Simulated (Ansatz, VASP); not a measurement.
# SrO in VASP and in Ansatz

POSCAR

```
SrO
1.0
    0.0000000000      2.5801476905      2.5801476905
    2.5801476905      0.0000000000      2.5801476905
    2.5801476905      2.5801476905      0.0000000000
Sr O
1 1
Direct
    0.0000000000      0.0000000000      0.0000000000
    0.5000000000      0.5000000000      0.5000000000
```

INCAR.step1

```
SYSTEM = SrO
PREC = Accurate ; ENCUT = 520
ISMEAR = 0 ; SIGMA = 0.05
LREAL = .FALSE. ; LASPH = .TRUE.
NELM = 60 ; NBANDS = 15
GGA = PE ; ALGO = Normal
EDIFF = 1E-4 ; LWAVE = .TRUE.
LCHARG = .FALSE.
```

The input INCAR.step2:

```
SYSTEM = SrO
PREC = Accurate ; ENCUT = 520
EDIFF = 1E-6 ; ISMEAR = 0
SIGMA = 0.05 ; LREAL = .FALSE.
LASPH = .TRUE. ; NELM = 60
ALGO = Normal ; ISIF = 2
LWAVE = .FALSE. ; LCHARG = .FALSE.
METAGGA = R2SCAN ; LMIXTAU = .TRUE.
NBANDS = 15 ; ISTART = 1
```

KPOINTS

```
Automatic mesh
0
G
  8 8 8
  0 0 0
```

Input for Ansatz:

```yaml
crystal:
  lattice:
    - [0.0, 2.5801476905, 2.5801476905]
    - [2.5801476905, 0.0, 2.5801476905]
    - [2.5801476905, 2.5801476905, 0.0]
  atoms:
    - { symbol: Sr, position: [0.0, 0.0, 0.0] }
    - { symbol: O, position: [0.5, 0.5, 0.5] }
basis:
  ecutwfc: 500
kpoints:
  mp_grid: { grid: [8, 8, 8] }
hamiltonian:
  xc: r2scan
scf:
  occupations: { method: gaussian, width: 0.05 }
output:
  forces: true
  stress: true
  eigenvalues: true
```

Alike in both runs: task single point; functional r2SCAN; k mesh 8 × 8 × 8; occupations gaussian, width 0.05 eV; no spin polarisation.

```csv
,VASP,Ansatz
version,VASP 6.6.1,Ansatz 0.2.0
potentials or method,"VASP PAW PBE potentials, release 64 (Sr_sv, O), cutoff 520 eV","scalar-relativistic, plane waves, PAW"
valence electrons in the cell,16,16
```

|  | VASP | Ansatz | Ansatz less VASP |
| --- | --- | --- | --- |
| gap on the k mesh at the Fermi level (eV) | 3.75 | 3.80 | +0.052 |
| least direct gap on the mesh (eV) | 3.84 | 3.88 | +0.040 |
| pressure (GPa) | 0.5 | 0.0 | -0.52 |

VASP's potentials were made for PBE, not for r2SCAN.
